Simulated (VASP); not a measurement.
# Cs2AgBiBr6 (Fm-3m) in VASP: a series of runs, part 2 of 2

VASP 6.6.1. The steps go on from the part before.

**5. Single point, PBEsol (volume scaled by 0.97, then relaxed in part)**

INCAR

```
ALGO     = Normal         # electronic algorithm
EDIFF    = 1E-6           # SCF threshold, eV
ENCUT    = 520            # plane-wave cutoff, eV
GGA      = PS             # functional
ISIF     = 2              # what is computed and relaxed
ISMEAR   = 0              # smearing method
LASPH    = T              # aspherical terms in the spheres
LCHARG   = F              # write CHGCAR
LREAL    = F              # projectors in reciprocal space
LWAVE    = F              # write WAVECAR
NBANDS   = 54             # bands
NELM     = 80             # most SCF steps
PREC     = Accurate       # precision mode
SIGMA    = 0.02           # smearing width, eV
```

KPOINTS

```
k-points
0
Gamma
  4 4 4
```

POSCAR

```
Cs2AgBiBr6
1.0
    0.0000000000      5.5371820813      5.5371820813
    5.5371820813      0.0000000000      5.5371820813
    5.5371820813      5.5371820813      0.0000000000
Cs Ag Bi Br
2 1 1 6
Direct
    0.2500000000      0.2500000000      0.2500000000
    0.7500000000      0.7500000000      0.7500000000
    0.5000000000      0.5000000000      0.5000000000
    0.0000000000      0.0000000000      0.0000000000
    0.2546172768      0.7453827232      0.2546172768
    0.2546172768      0.7453827232      0.7453827232
    0.7453827232      0.2546172768      0.7453827232
    0.7453827232      0.2546172768      0.2546172768
    0.2546172768      0.2546172768      0.7453827232
    0.7453827232      0.7453827232      0.2546172768
```

On the command line:

```sh
$ cat potpaw_PBE.64/Cs_sv/POTCAR potpaw_PBE.64/Ag/POTCAR potpaw_PBE.64/Bi_d/POTCAR potpaw_PBE.64/Br/POTCAR > POTCAR
$ mpirun -np 1 vasp_std > vasp.out
```

Run time: 3.7 min. Hardware: 1 thread of Intel Xeon 6975P-C, shared host; peak memory 0.6 GiB.

The run converged. Its results:

| Quantity | Value |
| --- | --- |
| Free energy | -31.7978 eV |
| Pressure | 0.9 GPa |
| Largest force | 0.006 eV/Å |
| Band gap on the k mesh | 1.04 eV, indirect (least direct gap 2.34 eV) |

Forces on the atoms (eV/Å):
```
Cs   0.000  0.000  0.000
Cs   0.000  0.000  0.000
Ag   0.000  0.000  0.000
Bi   0.000  0.000  0.000
Br   0.000  0.006  0.000
Br  -0.006  0.000  0.000
Br   0.000 -0.006  0.000
Br   0.006  0.000  0.000
Br   0.000  0.000  0.006
Br   0.000  0.000 -0.006
```

Levels at points of the mesh, in eV from the valence-band top:
| k point | band 39 | band 40 | band 41 | band 42 | band 43 | band 44 | band 45 | band 46 | band 47 | band 48 |
| --- | --- | --- | --- | --- | --- | --- | --- | --- | --- | --- |
| (0.00, 0.00, 0.00) | -1.37 | -1.37 | -1.37 | -0.67 | -0.67 | 1.99 | 1.99 | 1.99 | 3.39 | 4.18 |
| (0.50, 0.00, 0.00) | -1.72 | -1.72 | -1.64 | -1.36 | -1.36 | 1.04 | 3.55 | 3.55 | 4.73 | 4.83 |
| (0.50, 0.50, 0.00) | -1.76 | -1.76 | -1.39 | -0.68 | 0.00 | 2.55 | 2.55 | 2.94 | 4.56 | 5.06 |

Caveat: the cell differs from its parent crystal (volume scaled by 0.97, then relaxed in part); the PAW data sets were made with another functional, which shifts forces and pressure a little; spin-orbit coupling is left out, which moves the levels of the heavy elements.

**6. Single point, PBEsol**

This run uses another cell than the first one, of 35.00 Å³/atom, 1.136 times its volume.

INCAR

```
SYSTEM = Cs2AgBiBr6
PREC = Accurate ; ENCUT = 520
EDIFF = 1E-6 ; ISMEAR = 0
SIGMA = 0.02 ; LREAL = .FALSE.
LASPH = .TRUE. ; NELM = 80
ALGO = Normal ; ISIF = 2
LWAVE = .FALSE. ; LCHARG = .FALSE.
GGA = PS ; NBANDS = 54
```

KPOINTS

```
regular mesh
0
G
  4 4 4
  0 0 0
```

POSCAR

```
Cs2AgBiBr6
1.0
    0.0000000000      5.5936878419      5.5936878419
    5.5936878419      0.0000000000      5.5936878419
    5.5936878419      5.5936878419      0.0000000000
Cs Ag Bi Br
2 1 1 6
Direct
    0.2500000000      0.2500000000      0.2500000000
    0.7500000000      0.7500000000      0.7500000000
    0.5000000000      0.5000000000      0.5000000000
    0.0000000000      0.0000000000      0.0000000000
    0.2539143094      0.7460856906      0.2539143094
    0.2539143094      0.7460856906      0.7460856906
    0.7460856906      0.2539143094      0.7460856906
    0.7460856906      0.2539143094      0.2539143094
    0.2539143094      0.2539143094      0.7460856906
    0.7460856906      0.7460856906      0.2539143094
```

Potentials or basis: VASP PAW PBE potentials, release 64 (Cs_sv, Ag, Bi_d, Br).

On the command line:

```sh
$ cat potpaw_PBE.64/Cs_sv/POTCAR potpaw_PBE.64/Ag/POTCAR potpaw_PBE.64/Bi_d/POTCAR potpaw_PBE.64/Br/POTCAR > POTCAR
$ mpirun -np 1 vasp_std > vasp.out
```

Run time: 3.7 min. Hardware: 1 thread of Intel Xeon 6975P-C, shared host; peak memory 0.6 GiB.

Results (log left out):

```yaml
Free_energy: -31.8280 eV
Pressure: 0.0 GPa
Largest_force: 0.006 eV/Å
Band_gap_on_the_k_mesh: 1.10 eV, indirect (least direct gap 2.33 eV)
```

Forces on the atoms (eV/Å):
```
Cs   0.000  0.000  0.000
Cs   0.000  0.000  0.000
Ag   0.000  0.000  0.000
Bi   0.000  0.000  0.000
Br   0.000  0.006  0.000
Br  -0.006  0.000  0.000
Br   0.000 -0.006  0.000
Br   0.006  0.000  0.000
Br   0.000  0.000  0.006
Br   0.000  0.000 -0.006
```

Levels at points of the mesh, in eV from the valence-band top:
```csv
k point,band 40,band 41,band 42,band 43,band 44,band 45,band 46,band 47
"(0.00, 0.00, 0.00)",-1.25,-1.25,-0.63,-0.63,2.06,2.06,2.06,3.45
"(0.50, 0.00, 0.00)",-1.58,-1.54,-1.26,-1.26,1.10,3.53,3.53,4.80
"(0.50, 0.50, 0.00)",-1.63,-1.27,-0.64,0.00,2.58,2.58,2.96,4.47
```

Caveat: the PAW data sets were made with another functional, which shifts forces and pressure a little; spin-orbit coupling is left out, which moves the levels of the heavy elements. As with any semilocal functional, this PBEsol gap is likely too small.

**7. Single point, PBEsol (volume scaled by 1.06, then relaxed in part)**

INCAR

```
SYSTEM = Cs2AgBiBr6
ALGO = Normal ; EDIFF = 1E-7
ENCUT = 520 ; GGA = PS
ISIF = 2 ; ISMEAR = 0
LASPH = .True. ; LCHARG = .False.
LREAL = .False. ; LWAVE = .False.
NBANDS = 54 ; NELM = 60
PREC = Accurate ; SIGMA = 0.02
```

KPOINTS

```
k-points
0
Gamma
  4 4 4
  0 0 0
```

POSCAR

```
Cs2AgBiBr6
1.0
    0.0000000000      5.7033958115      5.7033958115
    5.7033958115      0.0000000000      5.7033958115
    5.7033958115      5.7033958115      0.0000000000
Cs Ag Bi Br
2 1 1 6
Direct
    0.2500000000      0.2500000000      0.2500000000
    0.7500000000      0.7500000000      0.7500000000
    0.5000000000      0.5000000000      0.5000000000
    0.0000000000      0.0000000000      0.0000000000
    0.2522564874      0.7477435126      0.2522564874
    0.2522564874      0.7477435126      0.7477435126
    0.7477435126      0.2522564874      0.7477435126
    0.7477435126      0.2522564874      0.2522564874
    0.2522564874      0.2522564874      0.7477435126
    0.7477435126      0.7477435126      0.2522564874
```

Potentials or basis: VASP PAW PBE potentials, release 64 (Cs_sv, Ag, Bi_d, Br).

On the command line:

```sh
$ cat potpaw_PBE.64/Cs_sv/POTCAR potpaw_PBE.64/Ag/POTCAR potpaw_PBE.64/Bi_d/POTCAR potpaw_PBE.64/Br/POTCAR > POTCAR
$ mpirun -np 1 vasp_std > vasp.out
```

OUTCAR:

```text
SYSTEM = Cs2AgBiBr6
   EDIFF = 1E-7
   ENCUT = 520
   GGA = PS
   ISIF = 2
   ISMEAR = 0
   LASPH = .True.
   LREAL = .False.
   NELM = 60
   PREC = Accurate

 ion  position               nearest neighbor table
   1  0.250  0.250  0.250-
   2  0.750  0.750  0.750-
   3  0.500  0.500  0.500-   5 2.83   6 2.83   7 2.83   8 2.83   9 2.83  10 2.83
   4  0.000  0.000  0.000-   5 2.88   6 2.88   7 2.88   8 2.88   9 2.88  10 2.88
   5  0.252  0.748  0.252-   3 2.83   4 2.88
   6  0.252  0.748  0.748-   3 2.83   4 2.88
   7  0.748  0.252  0.748-   3 2.83   4 2.88
   8  0.748  0.252  0.252-   3 2.83   4 2.88
   9  0.252  0.252  0.748-   3 2.83   4 2.88
  10  0.748  0.748  0.252-   3 2.83   4 2.88

  LATTYP: Found a face centered cubic cell.
 ALAT       =    11.4067916230

  Lattice vectors:

 A1 = (   0.0000000000,   5.7033958115,   5.7033958115)
 A2 = (   5.7033958115,   0.0000000000,   5.7033958115)
 A3 = (   5.7033958115,   5.7033958115,   0.0000000000)

Analysis of symmetry for initial positions (statically):
=====================================================================
 Subroutine PRICEL returns:
 Original cell was already a primitive cell.

 Routine SETGRP: Setting up the symmetry group for a
 face centered cubic supercell.

 Subroutine GETGRP returns: Found 48 space group operations
 (whereof 48 operations were pure point group operations)
 out of a pool of 48 trial point group operations.

The static configuration has the point symmetry O_h .

Analysis of symmetry for dynamics (positions and initial velocities):
=====================================================================
 Subroutine PRICEL returns:
 Original cell was already a primitive cell.

[... 128 lines left out ...]
  Fermi-wavevector in a.u.,A,eV,Ry     =   1.005613  1.900333 13.758989  1.011257
  Thomas-Fermi vector in A             =   2.138303
   LORBIT       =      0    0 simple, 1 ext, 2 COOP (PROOUT), +10 PAW based schemes
   GGA     = PS    functional components
   LHFCALC =     F    Hartree Fock is set to
   AEXX    =    0.0000 exact exchange contribution
   IVDW    =     0    specifies the selected vdW correction
   LEPSILON=     F    determine dielectric tensor
   LRPA    =     F    only Hartree local field effects (RPA)
 non-spin polarized calculation
 Gauss-broadening in eV      SIGMA  =   0.02
  energy-cutoff  :      520.00
  volume of cell :      371.05
 maximum number of plane-waves:     10012
   NGX = 29   NGY = 29   NGZ = 29

 number of electron      85.9999994 magnetization

 Free energy of the ion-electron system (eV)
  ---------------------------------------------------
  ext. energy  EPLUGINS =         0.00000000
  ---------------------------------------------------
  free energy    TOTEN  =       -31.73926022 eV

  energy without entropy =      -31.73926022  energy(sigma->0) =      -31.73926022

 E-fermi :   1.0095     XC(G=0):  -8.1550

 val. band max:        0.8405133518   @ k =   0.5000   0.5000   0.0000
 cond. band min:       2.0384852945   @ k =   0.5000   0.0000   0.0000
 fundamental gap:      1.1979719427
 Fermi energy:         1.0094810258

 k-point     1 :       0.0000    0.0000    0.0000
  band No.  band energies     occupation
      1     -22.1239      2.00000
      2     -22.1239      2.00000
      3     -22.0960      2.00000
      4     -22.0960      2.00000
      5     -22.0960      2.00000
      6     -19.7894      2.00000
[... 445 lines left out ...]
     53       6.9208      0.00000
     54       7.2838      0.00000

------------------------ aborting loop because EDIFF is reached ----------------------------------------

  FORCE on cell =-STRESS in cart. coord.  units (eV):
  Direction    XX          YY          ZZ          XY          YZ          ZX
  --------------------------------------------------------------------------------------
  -------------------------------------------------------------------------------------
  Total       -3.0324767     -3.0324767     -3.0324767      0.0000000      0.0000000     -0.0000000
  in kB      -13.0941562    -13.0941562    -13.0941562      0.0000000      0.0000000     -0.0000000
  external PRESSURE =     -13.0941562 kB  Pullay stress =       0.0000000 kB

 VOLUME and BASIS-vectors are now :
 -----------------------------------------------------------------------------
  energy-cutoff  :      520.00
  volume of cell :      371.05
      direct lattice vectors                 reciprocal lattice vectors
     0.000000000  5.703395812  5.703395812    -0.087667070  0.087667070  0.087667070
     5.703395812  0.000000000  5.703395812     0.087667070 -0.087667070  0.087667070
     5.703395812  5.703395812  0.000000000     0.087667070  0.087667070 -0.087667070

 POSITION                                       TOTAL-FORCE (eV/Angst)
 -----------------------------------------------------------------------------------
      2.85170      2.85170      2.85170        -0.000000     -0.000000      0.000000
      8.55509      8.55509      8.55509         0.000000      0.000000      0.000000
      5.70340      5.70340      5.70340         0.000000     -0.000000      0.000000
      0.00000      0.00000      0.00000         0.000000     -0.000000      0.000000
      5.70340      2.87744      5.70340         0.000000      0.002773      0.000000
      8.52935      5.70340      5.70340        -0.002773     -0.000000      0.000000
      5.70340      8.52935      5.70340         0.000000     -0.002773      0.000000
      2.87744      5.70340      5.70340         0.002773     -0.000000      0.000000
      5.70340      5.70340      2.87744         0.000000     -0.000000      0.002773
      5.70340      5.70340      8.52935         0.000000     -0.000000     -0.002773
 -----------------------------------------------------------------------------------
    total drift:                                0.000000     -0.000000     -0.000000

  FREE ENERGIE OF THE ION-ELECTRON SYSTEM (eV)
  ---------------------------------------------------
  free  energy   TOTEN  =       -31.7392602176 eV

  energy  without entropy=      -31.7392602176  energy(sigma->0) =      -31.73926022
```

OSZICAR:

```text
N       E                     dE             d eps       ncg     rms          rms(c)
DAV:   1     0.701992887236E+03    0.70199E+03   -0.36587E+04   872   0.139E+03
DAV:   2     0.437202028525E+02   -0.65827E+03   -0.63962E+03  1090   0.297E+02
DAV:   3    -0.305954786470E+02   -0.74316E+02   -0.73790E+02  1010   0.117E+02
DAV:   4    -0.330227491324E+02   -0.24273E+01   -0.24177E+01  1032   0.256E+01
DAV:   5    -0.331063786440E+02   -0.83630E-01   -0.83593E-01  1200   0.425E+00    0.779E+00
DAV:   6    -0.318072319726E+02    0.12991E+01   -0.24146E+00  1100   0.947E+00    0.509E+00
DAV:   7    -0.317376412275E+02    0.69591E-01   -0.11118E+00  1056   0.381E+00    0.233E+00
DAV:   8    -0.317371283053E+02    0.51292E-03   -0.92392E-02  1026   0.144E+00    0.648E-01
DAV:   9    -0.317384056582E+02   -0.12774E-02   -0.89245E-03  1016   0.498E-01    0.128E-01
DAV:  10    -0.317389835256E+02   -0.57787E-03   -0.13954E-03  1082   0.144E-01    0.883E-02
DAV:  11    -0.317392337765E+02   -0.25025E-03   -0.30364E-04   992   0.715E-02    0.164E-02
DAV:  12    -0.317392559531E+02   -0.22177E-04   -0.31163E-05  1002   0.241E-02    0.102E-02
DAV:  13    -0.317392602359E+02   -0.42829E-05   -0.13563E-05  1072   0.117E-02    0.524E-03
DAV:  14    -0.317392602030E+02    0.32946E-07   -0.18532E-06  1074   0.648E-03    0.235E-03
DAV:  15    -0.317392602176E+02   -0.14656E-07   -0.25404E-07   960   0.202E-03
   1 F= -.31739260E+02 E0= -.31739260E+02  d E =-.531553E-34
```

Wall time 5.4 min (1 thread of AMD EPYC 7R43 (Zen 3), shared host); peak memory 0.53 GiB.

What came out:

| Quantity | Value |
| --- | --- |
| Free energy | -31.7393 eV |
| Pressure | -1.3 GPa |
| Band gap on the k mesh | 1.20 eV, indirect (least direct gap 2.29 eV) |

Forces in eV/Å, atoms in the order of the input:
```
Cs   0.000  0.000  0.000
Cs   0.000  0.000  0.000
Ag   0.000  0.000  0.000
Bi   0.000  0.000  0.000
Br   0.000  0.003  0.000
Br  -0.003  0.000  0.000
Br   0.000 -0.003  0.000
Br   0.003  0.000  0.000
Br   0.000  0.000  0.003
Br   0.000  0.000 -0.003
```

Caveat: the cell differs from its parent crystal (volume scaled by 1.06, then relaxed in part); the PAW data sets were made with another functional, which shifts forces and pressure a little; spin-orbit coupling is left out, which moves the levels of the heavy elements. A k mesh can miss the band edges.

**8. Summary**

| cell | gap on the mesh (eV) | pressure (GPa) | largest force (eV/Å) |
| --- | --- | --- | --- |
| a = 7.581 Å, angles 60.0°, 10 atoms | 0.86 | 4.9 | 0.01 |
| a = 7.666 Å, angles 60.0°, 10 atoms | 0.93 | 3.3 | 0.01 |
| a = 7.749 Å, angles 60.0°, 10 atoms | 0.99 | 2.0 | 0.01 |
| a = 7.831 Å, angles 60.0°, 10 atoms | 1.04 | 0.9 | 0.01 |
| a = 7.911 Å, angles 60.0°, 10 atoms | 1.10 | 0.0 | 0.01 |
| a = 8.066 Å, angles 60.0°, 10 atoms | 1.20 | -1.3 | - |

Alike in all rows: task single point; level PBEsol; potentials or basis VASP PAW PBE potentials, release 64 (Cs_sv, Ag, Bi_d, Br); no spin polarisation; k mesh 4 × 4 × 4; cutoff (eV) 520; smearing gaussian 0.02 eV.

Caveats: the PAW data sets were made with another functional, which shifts forces and pressure a little; spin-orbit coupling is left out, which moves the levels of the heavy elements.

Total energies depend on the potentials used, so only differences within one code and one set of settings carry meaning.
